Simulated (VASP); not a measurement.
Here is a VASP 6.6.1 calculation.

Contents of POSCAR:

```
Ti2O
1.0
    2.9193980238      0.0000000000      0.0000000000
   -1.4596990119      2.5282728524      0.0000000000
    0.0000000000      0.0000000000      4.7130000000
Ti O
2 1
Direct
    0.6666666667      0.3333333333      0.2787400000
    0.3333333333      0.6666666667      0.7212600000
    0.0000000000      0.0000000000      0.0000000000
```

File INCAR.step1:

```
SYSTEM = Ti2O
PREC     = Accurate       ! precision mode
ENCUT    = 660            ! plane-wave cutoff, eV
ISMEAR   = -1             ! smearing method
SIGMA    = 0.02           ! smearing width, eV
LREAL    = .FALSE.        ! projectors in reciprocal space
LASPH    = .TRUE.         ! aspherical terms in the spheres
NELM     = 120            ! most SCF steps
NBANDS   = 22             ! bands
GGA      = PE             ! functional
ALGO     = Normal         ! electronic algorithm
EDIFF    = 1E-5           ! SCF threshold, eV
LWAVE    = .TRUE.         ! write WAVECAR
LCHARG   = .FALSE.        ! write CHGCAR
GGA_COMPAT= .FALSE.
```

INCAR.step2

```
SYSTEM = Ti2O
PREC     = Accurate       ! precision mode
ENCUT    = 660            ! plane-wave cutoff, eV
EDIFF    = 1E-6           ! SCF threshold, eV
ISMEAR   = -1             ! smearing method
SIGMA    = 0.02           ! smearing width, eV
LREAL    = .FALSE.        ! projectors in reciprocal space
LASPH    = .TRUE.         ! aspherical terms in the spheres
NELM     = 120            ! most SCF steps
ALGO     = Normal         ! electronic algorithm
ISIF     = 2              ! what is computed and relaxed
LWAVE    = .FALSE.        ! write WAVECAR
LCHARG   = .FALSE.        ! write CHGCAR
METAGGA  = R2SCAN         ! meta-GGA
LMIXTAU  = .TRUE.       
NBANDS   = 22             ! bands
ISTART   = 1            
GGA_COMPAT= .FALSE.
```

KPOINTS

```
regular mesh
0
G
  18 18 10
  0 0 0
```

Potentials or basis: VASP PAW PBE potentials, release 64 (Ti_sv, O).

Run with:

```bash
$ cat potpaw_PBE.64/Ti_sv/POTCAR potpaw_PBE.64/O/POTCAR > POTCAR
$ cp INCAR.step1 INCAR
$ mpirun -np 1 vasp_std > vasp.out
$ cp INCAR.step2 INCAR
$ mpirun -np 1 vasp_std > vasp.out
```

(1) Predict the pressure.

(2) Estimate the band gap on the k mesh.

Results:

(1) 10.0 GPa.

(2) zero (bands 15 and 16 overlap by 0.96 eV).

Caveat: the cell stands under pressure; the PAW data sets were made with another functional, which shifts forces and pressure a little.
